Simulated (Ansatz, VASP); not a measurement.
Given: the input of a run of VASP 6.6.1 on HfO2.

The input INCAR:

```
SYSTEM = HfO2
ALGO = Normal
EDIFF = 1E-7
ENCUT = 520
GGA = VW
ISIF = 2
ISMEAR = -1
LASPH = .True.
LCHARG = .True.
LELF = .True.
LREAL = .False.
LVHAR = .True.
LWAVE = .False.
NBANDS = 56
NELM = 60
PREC = Accurate
SIGMA = 0.05
```

Contents of KPOINTS:

```
k-points
0
Gamma
  5 6 5
  0 0 0
```

POSCAR

```
HfO2
1.0
    5.3218317680      0.0000000000      0.0000000000
    0.0000000000      5.1029212315      0.0000000000
    0.0000000000      0.0000000000      5.1313902082
Hf O
4 8
Direct
    0.9669940000      0.7325208200      0.7414403500
    0.5330060000      0.7325208200      0.2414403500
    0.4669940000      0.2674791800      0.7414403500
    0.0330060000      0.2674791800      0.2414403500
    0.6321274500      0.9286454000      0.8792672600
    0.8678725500      0.9286454000      0.3792672600
    0.2339485200      0.5398830500      0.4922923900
    0.2660514800      0.5398830500      0.9922923900
    0.7660514800      0.4601169500      0.9922923900
    0.7339485200      0.4601169500      0.4922923900
    0.1321274500      0.0713546000      0.8792672600
    0.3678725500      0.0713546000      0.3792672600
```

Potentials or basis: VASP PAW PBE potentials, release 64 (Hf_pv, O).

The run is started by

```console
$ cat potpaw_PBE.64/Hf_pv/POTCAR potpaw_PBE.64/O/POTCAR > POTCAR
$ mpirun -np 1 vasp_std > vasp.out
```

Translate it to Ansatz 0.2.0. Potentials there: Ansatz PAW.

As run (the cutoff follows the program's own potentials):

input.yaml

```yaml
crystal:
  lattice:
    - [5.321831768, 0.0, 0.0]
    - [0.0, 5.1029212315, 0.0]
    - [0.0, 0.0, 5.1313902082]
  atoms:
    - { symbol: Hf, position: [0.966994, 0.73252082, 0.74144035] }
    - { symbol: Hf, position: [0.533006, 0.73252082, 0.24144035] }
    - { symbol: Hf, position: [0.466994, 0.26747918, 0.74144035] }
    - { symbol: Hf, position: [0.033006, 0.26747918, 0.24144035] }
    - { symbol: O, position: [0.63212745, 0.9286454, 0.87926726] }
    - { symbol: O, position: [0.86787255, 0.9286454, 0.37926726] }
    - { symbol: O, position: [0.23394852, 0.53988305, 0.49229239] }
    - { symbol: O, position: [0.26605148, 0.53988305, 0.99229239] }
    - { symbol: O, position: [0.76605148, 0.46011695, 0.99229239] }
    - { symbol: O, position: [0.73394852, 0.46011695, 0.49229239] }
    - { symbol: O, position: [0.13212745, 0.0713546, 0.87926726] }
    - { symbol: O, position: [0.36787255, 0.0713546, 0.37926726] }
hamiltonian:
  xc: { exchange: slater, correlation: vwn5 }
  pseudopotentials: { kind: paw }
kpoints:
  mp_grid: { grid: [5, 6, 5] }
scf:
  occupations: { method: fermi_dirac, width: 0.05 }
output:
  forces: true
  stress: true
  eigenvalues: true
```

Potentials or basis: Ansatz PAW.

The run is started by

```console
$ ansatz run input.yaml --threads 2 --pin off --max-ram 5120MiB --backend cpu --events-out ev --progress --plain --runs-dir out
```

Both were run:

|  | VASP | Ansatz | Ansatz less VASP |
| --- | --- | --- | --- |
| gap on the k mesh at the Fermi level (eV) | 4.06 | 4.10 | +0.042 |
| least direct gap on the mesh (eV) | 4.28 | 4.31 | +0.036 |
| pressure (GPa) | -20.9 | -18.2 | +2.67 |
| traceless stress, the component that is largest in VASP (GPa) | 0.62 | 0.56 | -0.060 |
| rms of the force components (eV/Å) | 0.127 | 0.110 | -0.0169 |

VASP's potentials were made for PBE, not for SVWN5. Atom by atom the forces differ by 0.023 eV/Å (rms over components). VASP's potentials hold 88 valence electrons a cell and Ansatz's 152, so a difference there can come from the potentials and not from the codes.

Neither program's run includes spin-orbit coupling. Noted on Ansatz's run: Pulay correction over one GPa; odd divisions of the mesh miss points on the zone boundary, where band edges often lie, so the gap on the mesh can be too wide.
